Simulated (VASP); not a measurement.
The system is BiS7.

```
Bi S
1.0
     6.82484    0.00000    0.00000
    -3.41242    5.91048    0.00000
     0.00000    0.00000    5.11051
Bi S
1 7
Direct
  0.00000 0.00000 0.50000
  0.51721 0.48279 0.18246
  0.51721 0.03441 0.18246
  0.96559 0.48279 0.18246
  0.48279 0.51721 0.81754
  0.03441 0.51721 0.81754
  0.48279 0.96559 0.81754
  0.00000 0.00000 0.00000
```

The cell was built from a structure type or drawn by symmetry, and may not be a known phase.

* Program: VASP 6.6.1
* Task: relaxation of cell and atoms
* Functional: PBE
* Potentials or basis: VASP PAW PBE potentials, release 64 (Bi_d, S)
* Cutoff: 600 eV
* k mesh: 6 × 6 × 6
* Occupations: gaussian, width 0.1 eV
* Spin: no spin polarisation

At the start: pressure -0.9 GPa; volume 25.77 Å³/atom.

**Question.** How do energy, volume and symmetry change on relaxing?

**Answer.** Over 23 steps the energy falls by 4.0 meV/atom and the volume is 24.69 Å³/atom (-4.2 %); space group P-3m1 (No. 164, to 0.1 Å) before and after.

The path:
| step | energy change (eV) | largest force (eV/Å) | pressure (GPa) | volume (Å³) |
| --- | --- | --- | --- | --- |
| 1 | 0.0000 | 0.2237 | -0.89 | 206.15 |
| 2 | 0.0727 | 1.3520 | 2.00 | 201.87 |
| 3 | -0.0082 | 0.1345 | -0.25 | 205.09 |
| 4 | -0.0134 | 0.0947 | -0.17 | 203.74 |
| 5 | -0.0178 | 0.0773 | 0.04 | 200.79 |
| 6 | -0.0198 | 0.0644 | 0.10 | 200.42 |
| 7 | -0.0235 | 0.1022 | 0.28 | 199.33 |
| 8 | -0.0235 | 0.2292 | 0.64 | 197.14 |
| 9 | -0.0246 | 0.1747 | 0.47 | 198.15 |
| 10 | -0.0249 | 0.1672 | 0.46 | 198.12 |
| 11 | -0.0257 | 0.1443 | 0.42 | 198.04 |
| 12 | -0.0271 | 0.0982 | 0.34 | 197.88 |
| 13 | -0.0289 | 0.0168 | 0.19 | 197.55 |
| 14 | -0.0282 | 0.1994 | -0.13 | 196.90 |
| 15 | -0.0293 | 0.0761 | 0.07 | 197.30 |
| 16 | -0.0295 | 0.0738 | 0.07 | 197.31 |
| 17 | -0.0300 | 0.0675 | 0.06 | 197.33 |
| 18 | -0.0308 | 0.0554 | 0.04 | 197.38 |
| 19 | -0.0318 | 0.0322 | 0.00 | 197.47 |
| 20 | -0.0317 | 0.0109 | -0.06 | 197.66 |
| 21 | -0.0321 | 0.0113 | -0.03 | 197.56 |
| 22 | -0.0321 | 0.0283 | 0.04 | 197.49 |
| 23 | -0.0321 | 0.0087 | 0.00 | 197.53 |

Final structure:
```yaml
crystal:
  lattice:
    - [6.73215, 0.00000, 0.00000]
    - [-3.36608, 5.83022, 0.00000]
    - [0.00000, 0.00000, 5.03258]
  atoms:
    - { symbol: Bi, position: [0.00000, 0.00000, 0.50000] }
    - { symbol: S, position: [0.51060, 0.48940, 0.18694] }
    - { symbol: S, position: [0.51060, 0.02120, 0.18694] }
    - { symbol: S, position: [0.97880, 0.48940, 0.18694] }
    - { symbol: S, position: [0.48940, 0.51060, 0.81306] }
    - { symbol: S, position: [0.02120, 0.51060, 0.81306] }
    - { symbol: S, position: [0.48940, 0.97880, 0.81306] }
    - { symbol: S, position: [0.00000, 0.00000, 0.00000] }
```
